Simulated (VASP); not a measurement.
Input of a VASP 6.6.1 run:

INCAR

```
PREC = Accurate ; ENCUT = 600
EDIFF = 1E-7 ; ISMEAR = 0
SIGMA = 0.1 ; LREAL = False
LASPH = True ; NELM = 60
ALGO = Normal ; ISIF = 3
LWAVE = False ; LCHARG = False
GGA = PE ; IBRION = 2
NSW = 90 ; EDIFFG = -0.04
```

The input KPOINTS:

```
regular mesh
0
Gamma
  6 6 6
```

The input POSCAR:

```
AlH5
1.0
    3.4552525143      0.0000000000      0.0000000000
    0.0000000000      3.4552525143      0.0000000000
    0.0000000000      0.0000000000      3.4552525143
Al H
1 5
Direct
    0.5000000000      0.5000000000      0.5000000000
    0.2176289107      0.2176289107      0.2176289107
    0.7823710893      0.7823710893      0.2176289107
    0.7823710893      0.2176289107      0.7823710893
    0.2176289107      0.7823710893      0.7823710893
    0.0000000000      0.0000000000      0.0000000000
```

Potentials or basis: VASP PAW PBE potentials, release 64 (Al, H).

Command:

```sh
$ cat potpaw_PBE.64/Al/POTCAR potpaw_PBE.64/H/POTCAR > POTCAR
$ mpirun -np 1 vasp_std > vasp.out
```

(1) What does it give for the band gap on the k mesh?

Answers

(1) zero (bands 4 and 5 overlap by 0.30 eV).

Caveat: the relaxation stopped at its first step, so nothing moved.
